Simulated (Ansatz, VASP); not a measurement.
MgO: VASP beside Ansatz

Contents of POSCAR:

```
MgO
1.0
    3.0788541438      0.0000000000      0.0000000000
   -1.5394270719      2.5314401434      0.0000000000
    0.0000000000      0.0000000000      5.0921016473
Mg O
2 2
Direct
    0.0000000000      0.0000000000      0.0000000000
    0.0000000000      0.0000000000      0.5000000000
    0.3316552466      0.6633104932      0.2500000000
    0.6683447534      0.3366895068      0.7500000000
```

INCAR.step1

```
PREC     = Accurate       # precision mode
ENCUT    = 520            # plane-wave cutoff, eV
ISMEAR   = 0              # smearing method
SIGMA    = 0.01           # smearing width, eV
LREAL    = F              # projectors in reciprocal space
LASPH    = T              # aspherical terms in the spheres
NELM     = 60             # most SCF steps
NBANDS   = 16             # bands
GGA      = PE             # functional
ALGO     = Normal         # electronic algorithm
EDIFF    = 1E-4           # SCF threshold, eV
LWAVE    = T              # write WAVECAR
LCHARG   = F              # write CHGCAR
```

Contents of INCAR.step2:

```
PREC     = Accurate       # precision mode
ENCUT    = 520            # plane-wave cutoff, eV
EDIFF    = 1E-7           # SCF threshold, eV
ISMEAR   = 0              # smearing method
SIGMA    = 0.01           # smearing width, eV
LREAL    = F              # projectors in reciprocal space
LASPH    = T              # aspherical terms in the spheres
NELM     = 60             # most SCF steps
ALGO     = Normal         # electronic algorithm
ISIF     = 2              # what is computed and relaxed
LWAVE    = F              # write WAVECAR
LCHARG   = F              # write CHGCAR
METAGGA  = R2SCAN         # meta-GGA
LMIXTAU  = T            
NBANDS   = 16             # bands
ISTART   = 1
```

Contents of KPOINTS:

```
Automatic mesh
0
Gamma
  12 12 6
```

Input for Ansatz:

```yaml
crystal:
  lattice:
    - [3.0788541438, 0.0, 0.0]
    - [-1.5394270719, 2.5314401434, 0.0]
    - [0.0, 0.0, 5.0921016473]
  atoms:
    - { symbol: Mg, position: [0.0, 0.0, 0.0] }
    - { symbol: Mg, position: [0.0, 0.0, 0.5] }
    - { symbol: O, position: [0.3316552466, 0.6633104932, 0.25] }
    - { symbol: O, position: [0.6683447534, 0.3366895068, 0.75] }
kpoints:
  mp_grid: { grid: [12, 12, 6] }
  band_path:
    path:
      - [0.0, 0.0, 0.0]
      - [0.5, 0.0, 0.0]
      - [0.3333333333, 0.3333333333, 0.0]
      - [0.0, 0.0, 0.5]
      - [0.5, 0.0, 0.5]
      - [0.3333333333, 0.3333333333, 0.5]
    npoints: 1
hamiltonian:
  xc: r2scan
scf:
  occupations: { method: fixed }
  n_extra_bands: 5
output:
  forces: true
  stress: true
  eigenvalues: true
```

Change from the starting cell: uniaxial_x strain +5.3%.

Alike in both runs: task single point; functional r2SCAN; k mesh 12 × 12 × 6; no spin polarisation.

|  | VASP | Ansatz |
| --- | --- | --- |
| version | VASP 6.6.1 | Ansatz 0.2.0 |
| potentials or method | VASP PAW PBE potentials, release 64 (Mg, O) | plane waves, PAW |
| plane-wave cutoff (eV) | 520 | 500 |
| occupations | gaussian, width 0.01 eV | fixed |
| valence electrons in the cell | 16 | 32 |

Ansatz gave:

* gap on the k mesh at the Fermi level (eV): 4.86
* pressure (GPa): -7.0
* traceless stress, the component that is largest in VASP (GPa): -9.48

Which values does VASP return?

gap on the k mesh at the Fermi level (eV): 4.84; pressure (GPa): -8.0; traceless stress, the component that is largest in VASP (GPa): -9.51.

VASP's potentials were made for PBE, not for r2SCAN. VASP's potentials hold 16 valence electrons a cell and Ansatz's 32, so a difference there can come from the potentials and not from the codes.
